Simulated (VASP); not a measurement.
# BAs (F-43m) in VASP: single point with LDA

Aim: the single point of BAs with LDA.

Everything below comes from runs of VASP 6.6.1. Logs are shortened: lines on timing, memory, paths and dates and some standing lists are left out, and cuts for length are marked.

## Step 1: The cell of the first run

It takes space group F-43m (No. 216, cubic). The conventional cell has a = 4.732 Å, b = 4.732 Å, c = 4.732 Å, α = 90.00°, β = 90.00°, γ = 90.00°. Within 2.7 Å of B (site symmetry -43m) lie 4 As at 2.05 Å. Within 2.7 Å of As (site symmetry -43m) lie 4 B at 2.05 Å.

## Step 2: Single point, LDA

The input, INCAR:

```
SYSTEM = BAs
ALGO = Normal
EDIFF = 1E-6
ENCUT = 560
GGA = CA
GGA_COMPAT = .False.
ISIF = 2
ISMEAR = 0
LASPH = .True.
LCHARG = .False.
LREAL = .False.
LWAVE = .False.
NBANDS = 16
NELM = 120
PREC = Accurate
SIGMA = 0.01
```

The input, KPOINTS:

```
k-points
0
Gamma
  8 8 8
  0 0 0
```

The input, POSCAR:

```
BAs
1.0
    0.0000000000      2.3660560334      2.3660560334
    2.3660560334      0.0000000000      2.3660560334
    2.3660560334      2.3660560334      0.0000000000
B As
1 1
Direct
    0.0000000000      0.0000000000      0.0000000000
    0.2500000000      0.2500000000      0.2500000000
```

Potentials or basis: VASP PAW LDA potentials, release 64 (B, As_d).

Command:

```console
cat potpaw_LDA.64/B/POTCAR potpaw_LDA.64/As_d/POTCAR > POTCAR
mpirun -np 1 vasp_std > vasp.out
```

OUTCAR:

```text
SYSTEM = BAs
   EDIFF = 1E-6
   ENCUT = 560
   GGA = CA
   ISIF = 2
   ISMEAR = 0
   LASPH = .True.
   LREAL = .False.
   NELM = 120
   PREC = Accurate

 ion  position               nearest neighbor table
   1  0.000  0.000  0.000-   2 2.05   2 2.05   2 2.05   2 2.05
   2  0.250  0.250  0.250-   1 2.05   1 2.05   1 2.05   1 2.05

  LATTYP: Found a face centered cubic cell.
 ALAT       =     4.7321120668

  Lattice vectors:

 A1 = (   0.0000000000,   2.3660560334,   2.3660560334)
 A2 = (   2.3660560334,   0.0000000000,   2.3660560334)
 A3 = (   2.3660560334,   2.3660560334,   0.0000000000)

Analysis of symmetry for initial positions (statically):
=====================================================================
 Subroutine PRICEL returns:
 Original cell was already a primitive cell.

 Routine SETGRP: Setting up the symmetry group for a
 face centered cubic supercell.

 Subroutine GETGRP returns: Found 24 space group operations
 (whereof 24 operations were pure point group operations)
 out of a pool of 48 trial point group operations.

The static configuration has the point symmetry T_d .

Analysis of symmetry for dynamics (positions and initial velocities):
=====================================================================
 Subroutine PRICEL returns:
 Original cell was already a primitive cell.

 Routine SETGRP: Setting up the symmetry group for a
 face centered cubic supercell.

 Subroutine GETGRP returns: Found 24 space group operations
 (whereof 24 operations were pure point group operations)
 out of a pool of 48 trial point group operations.

The dynamic configuration has the point symmetry T_d .

 Subroutine INISYM returns: Found 24 space group operations
 (whereof 24 operations are pure point group operations),
 and found     1 'primitive' translations

----------------------------------------------------------------------------------------

                                     Primitive cell

  volume of cell :      26.4914

  direct lattice vectors                    reciprocal lattice vectors
     0.000000000  2.366056033  2.366056033    -0.211322130  0.211322130  0.211322130
     2.366056033  0.000000000  2.366056033     0.211322130 -0.211322130  0.211322130
     2.366056033  2.366056033  0.000000000     0.211322130  0.211322130 -0.211322130

  length of vectors
     3.346108532  3.346108532  3.346108532     0.366020665  0.366020665  0.366020665

  position of ions in fractional coordinates (direct lattice)
     0.000000000  0.000000000  0.000000000
     0.250000000  0.250000000  0.250000000

  ion indices of the primitive-cell ions
   primitive index   ion index
                 1           1
                 2           2

----------------------------------------------------------------------------------------

 KPOINTS: k-points

Automatic generation of k-mesh.
 Grid dimensions read from file:
 generate k-points for:    8    8    8

 Generating k-lattice:

  Cartesian coordinates                     Fractional coordinates (reciprocal lattice)
    -0.026415266  0.026415266  0.026415266     0.125000000  0.000000000  0.000000000
     0.026415266 -0.026415266  0.026415266     0.000000000  0.125000000  0.000000000
     0.026415266  0.026415266 -0.026415266     0.000000000  0.000000000  0.125000000

  Length of vectors
     0.045752583  0.045752583  0.045752583

  Shift w.r.t. Gamma in fractional coordinates (k-lattice)
     0.000000000  0.000000000  0.000000000

 Subroutine IBZKPT returns following result:
 ===========================================

 Found     29 irreducible k-points:

 Following reciprocal coordinates:
            Coordinates               Weight
  0.000000  0.000000  0.000000      1.000000
  0.125000  0.000000  0.000000      8.000000
  0.250000  0.000000  0.000000      8.000000
  0.375000  0.000000  0.000000      8.000000
  0.500000  0.000000  0.000000      4.000000
  0.125000  0.125000  0.000000      6.000000
[... 16 lines left out ...]
  0.500000  0.250000  0.125000     48.000000
 -0.375000  0.250000  0.125000     24.000000
 [... further k-points ...]
   k-points           NKPTS =     29   k-points in BZ     NKDIM =     29   number of bands    NBANDS=     16
   number of dos      NEDOS =    301   number of ions     NIONS =      2
   total plane-waves  NPLWV =  21952
   dimension x,y,z NGX =    28 NGY =   28 NGZ =   28
   dimension x,y,z NGXF=    56 NGYF=   56 NGZF=   56
   ions per type =               1   1
   NGX,Y,Z   is equivalent  to a cutoff of  13.91, 13.91, 13.91 a.u.
   NGXF,Y,Z  is equivalent  to a cutoff of  27.82, 27.82, 27.82 a.u.
 SYSTEM =  BAs
   PREC   = accura    normal or accurate (medium, high low for compatibility)
   ISTART =      0    job   : 0-new  1-cont  2-samecut
   ICHARG =      2    charge: 1-file 2-atom 10-const
   ISPIN  =      1    spin polarized calculation?
   LNONCOLLINEAR =      F non collinear calculations
   LSORBIT =      F    spin-orbit coupling
   LASPH  =      T    aspherical Exc in radial PAW
   ENCUT  =  560.0 eV  41.16 Ry    6.42 a.u.   6.46  6.46  6.46*2*pi/ulx,y,z
   NELM   =    120;   NELMIN=  2; NELMDL= -5     # of ELM steps
   EDIFF  = 0.1E-05   stopping-criterion for ELM
   LREAL  =      F    real-space projection
   EDIFFG = 0.1E-04   stopping-criterion for IOM
   NSW    =      0    number of steps for IOM
   IBRION =     -1    ionic relax: 0-MD 1-quasi-New 2-CG
   NFREE  =      0    steps in history (QN), initial steepest desc. (CG)
   ISIF   =      2    stress and relaxation
   ISYM   =      2    0-nonsym 1-usesym 2-fastsym
   POTIM  = 0.5000    time-step for ionic-motion
   TEBEG  =    0.0;   TEEND  =   0.0 temperature during run
   PSTRESS=    0.0 pullay stress
   NELECT =      18.0000    total number of electrons
   NUPDOWN=      -1.0000    fix difference up-down
   EMIN   =  10.00;   EMAX   =-10.00  energy-range for DOS
   EFERMI =   0.00;   METHOD = LEGACY
   ISMEAR =     0;   SIGMA  =   0.01  broadening in eV -4-tet -1-fermi 0-gaus
   EFERMI_NEDOS =   21; number of points for ismear=-14 and -15
   IALGO  =     38    algorithm
   IMIX   =      4    mixing-type and parameters
     AMIX     =   0.40;   BMIX     =  1.00
     AMIX_MAG =   1.60;   BMIX_MAG =  1.00
  volume/ion in A,a.u.               =      13.25        89.39
  Fermi-wavevector in a.u.,A,eV,Ry     =   1.439231  2.719753 28.182934  2.071387
  Thomas-Fermi vector in A             =   2.558110
   LORBIT       =      0    0 simple, 1 ext, 2 COOP (PROOUT), +10 PAW based schemes
   GGA     = CA    functional components
   LHFCALC =     F    Hartree Fock is set to
   AEXX    =    0.0000 exact exchange contribution
   IVDW    =     0    specifies the selected vdW correction
   LEPSILON=     F    determine dielectric tensor
   LRPA    =     F    only Hartree local field effects (RPA)
 non-spin polarized calculation
 Gauss-broadening in eV      SIGMA  =   0.01
  energy-cutoff  :      560.00
  volume of cell :       26.49
 maximum number of plane-waves:       821
 NGX is ok and might be reduce to    28
   NGX = 13   NGY = 13   NGZ = 13

 number of electron      18.0000004 magnetization

 Free energy of the ion-electron system (eV)
  ---------------------------------------------------
  ext. energy  EPLUGINS =         0.00000000
  ---------------------------------------------------
  free energy    TOTEN  =       -12.94018827 eV

  energy without entropy =      -12.94018827  energy(sigma->0) =      -12.94018827

 E-fermi :   5.2573     XC(G=0): -11.5734

 val. band max:        5.0928670879   @ k =   0.0000   0.0000   0.0000
 cond. band min:       6.2105069446   @ k =   0.3750   0.3750   0.0000
 fundamental gap:      1.1176398566
 Fermi energy:         5.2573450860

 k-point     1 :       0.0000    0.0000    0.0000
  band No.  band energies     occupation
      1     -30.8255      2.00000
      2     -30.8255      2.00000
      3     -30.8255      2.00000
      4     -30.7985      2.00000
      5     -30.7985      2.00000
      6     -10.5439      2.00000
[... 8 lines left out ...]
     15      18.4754      0.00000
     16      18.4754      0.00000

 k-point     2 :       0.1250    0.0000    0.0000
  band No.  band energies     occupation
      1     -30.8250      2.00000
      2     -30.8242      2.00000
      3     -30.8242      2.00000
      4     -30.7984      2.00000
      5     -30.7984      2.00000
      6     -10.2821      2.00000
[... 8 lines left out ...]
     15      16.9294      0.00000
     16      16.9294      0.00000

 k-point     3 :       0.2500    0.0000    0.0000
  band No.  band energies     occupation
      1     -30.8236      2.00000
      2     -30.8215      2.00000
      3     -30.8215      2.00000
      4     -30.7978      2.00000
      5     -30.7978      2.00000
      6      -9.5185      2.00000
[... 8 lines left out ...]
     15      16.5109      0.00000
     16      16.5109      0.00000

 k-point     4 :       0.3750    0.0000    0.0000
  band No.  band energies     occupation
      1     -30.8223      2.00000
      2     -30.8194      2.00000
      3     -30.8194      2.00000
      4     -30.7965      2.00000
      5     -30.7965      2.00000
      6      -8.3793      2.00000
[... 8 lines left out ...]
     15      18.0186      0.00000
     16      18.0186      0.00000

 k-point     5 :       0.5000    0.0000    0.0000
  band No.  band energies     occupation
      1     -30.8218      2.00000
      2     -30.8187      2.00000
      3     -30.8187      2.00000
      4     -30.7958      2.00000
      5     -30.7958      2.00000
      6      -7.5850      2.00000
[... 8 lines left out ...]
     15      19.9272      0.00000
     16      19.9272      0.00000

 k-point     6 :       0.1250    0.1250    0.0000
  band No.  band energies     occupation
      1     -30.8264      2.00000
      2     -30.8229      2.00000
      3     -30.8229      2.00000
      4     -30.7994      2.00000
      5     -30.7975      2.00000
      6     -10.1944      2.00000
[... 8 lines left out ...]
     15      15.9554      0.00000
     16      18.8670      0.00000

 k-point     7 :       0.2500    0.1250    0.0000
  band No.  band energies     occupation
      1     -30.8260      2.00000
      2     -30.8202      2.00000
      3     -30.8200      2.00000
      4     -30.7999      2.00000
      5     -30.7965      2.00000
      6      -9.5954      2.00000
[... 8 lines left out ...]
     15      17.4531      0.00000
     16      18.3490      0.00000

 k-point     8 :       0.3750    0.1250    0.0000
  band No.  band energies     occupation
      1     -30.8241      2.00000
      2     -30.8183      2.00000
      3     -30.8177      2.00000
      4     -30.7991      2.00000
      5     -30.7955      2.00000
      6      -8.5601      2.00000
[... 8 lines left out ...]
     15      18.1328      0.00000
     16      19.2457      0.00000

 k-point     9 :       0.5000    0.1250    0.0000
  band No.  band energies     occupation
      1     -30.8220      2.00000
      2     -30.8181      2.00000
      3     -30.8169      2.00000
      4     -30.7974      2.00000
      5     -30.7954      2.00000
      6      -7.4966      2.00000
[... 8 lines left out ...]
     15      19.2357      0.00000
     16      20.0229      0.00000
[... 172 lines left out ...]
 k-point    19 :       0.5000    0.3750    0.0000
  band No.  band energies     occupation
      1     -30.8293      2.00000
      2     -30.8095      2.00000
      3     -30.8090      2.00000
      4     -30.8042      2.00000
      5     -30.7926      2.00000
      6      -6.6460      2.00000
[... 8 lines left out ...]
     15      21.5538      0.00000
     16      21.8693      0.00000

 k-point    20 :      -0.3750    0.3750    0.0000
  band No.  band energies     occupation
      1     -30.8258      2.00000
      2     -30.8119      2.00000
      3     -30.8101      2.00000
      4     -30.8021      2.00000
      5     -30.7943      2.00000
      6      -6.2998      2.00000
[... 8 lines left out ...]
     15      18.7934      0.00000
     16      22.0949      0.00000

 k-point    21 :       0.5000    0.5000    0.0000
  band No.  band energies     occupation
      1     -30.8311      2.00000
      2     -30.8077      2.00000
      3     -30.8077      2.00000
      4     -30.8054      2.00000
      5     -30.7917      2.00000
      6      -6.2686      2.00000
[... 8 lines left out ...]
     15      22.6835      0.00000
     16      23.3626      0.00000

 k-point    22 :       0.3750    0.2500    0.1250
  band No.  band energies     occupation
      1     -30.8256      2.00000
      2     -30.8178      2.00000
      3     -30.8169      2.00000
      4     -30.8005      2.00000
      5     -30.7954      2.00000
      6      -8.8514      2.00000
[... 8 lines left out ...]
     15      18.5637      0.00000
     16      19.4804      0.00000

 k-point    23 :       0.5000    0.2500    0.1250
  band No.  band energies     occupation
      1     -30.8232      2.00000
      2     -30.8176      2.00000
      3     -30.8141      2.00000
      4     -30.7997      2.00000
      5     -30.7953      2.00000
      6      -7.7537      2.00000
[... 8 lines left out ...]
     15      18.6554      0.00000
     16      20.7807      0.00000

 k-point    24 :      -0.3750    0.2500    0.1250
  band No.  band energies     occupation
      1     -30.8213      2.00000
      2     -30.8183      2.00000
      3     -30.8132      2.00000
      4     -30.7987      2.00000
      5     -30.7957      2.00000
      6      -7.0055      2.00000
[... 8 lines left out ...]
     15      19.5509      0.00000
     16      20.4604      0.00000

 [... further k-points ...]
[... 5 lines left out ...]
  --------------------------------------------------------------------------------------
  -------------------------------------------------------------------------------------
  Total        0.1720368      0.1720368      0.1720368      0.0000000      0.0000000      0.0000000
  in kB       10.4046355     10.4046355     10.4046355      0.0000000      0.0000000      0.0000000
  external PRESSURE =      10.4046355 kB  Pullay stress =       0.0000000 kB

 VOLUME and BASIS-vectors are now :
 -----------------------------------------------------------------------------
  energy-cutoff  :      560.00
  volume of cell :       26.49
      direct lattice vectors                 reciprocal lattice vectors
     0.000000000  2.366056033  2.366056033    -0.211322130  0.211322130  0.211322130
     2.366056033  0.000000000  2.366056033     0.211322130 -0.211322130  0.211322130
     2.366056033  2.366056033  0.000000000     0.211322130  0.211322130 -0.211322130

 POSITION                                       TOTAL-FORCE (eV/Angst)
 -----------------------------------------------------------------------------------
      0.00000      0.00000      0.00000        -0.000000     -0.000000     -0.000000
      1.18303      1.18303      1.18303         0.000000      0.000000      0.000000
 -----------------------------------------------------------------------------------
    total drift:                                0.000001      0.000001      0.000001

  FREE ENERGIE OF THE ION-ELECTRON SYSTEM (eV)
  ---------------------------------------------------
  free  energy   TOTEN  =       -12.9401882738 eV

  energy  without entropy=      -12.9401882738  energy(sigma->0) =      -12.94018827
```

Run time: 6.5 s. Hardware: 1 thread of Intel Xeon 6975P-C (Granite Rapids), shared host; peak memory 0.14 GiB.

Results:

| Property | Result |
| --- | --- |
| Free energy | -12.9402 eV |
| Pressure | 1.0 GPa |
| Band gap on the k mesh | 1.12 eV (least direct gap 3.29 eV) |

Levels at points of the mesh, in eV from the valence-band top:
```tsv
k point	band 5	band 6	band 7	band 8	band 9	band 10	band 11	band 12	band 13	band 14
(0.00, 0.00, 0.00)	-35.89	-15.64	0.00	0.00	0.00	3.29	3.29	3.29	5.04	9.51
(0.50, 0.00, 0.00)	-35.89	-12.68	-8.96	-1.86	-1.86	2.86	4.79	4.79	8.77	12.70
(0.50, 0.50, 0.00)	-35.88	-11.36	-8.57	-4.19	-4.19	1.32	1.39	11.54	11.54	12.91
```

A k mesh can miss the band edges. As with any semilocal functional, this LDA gap is likely too small.
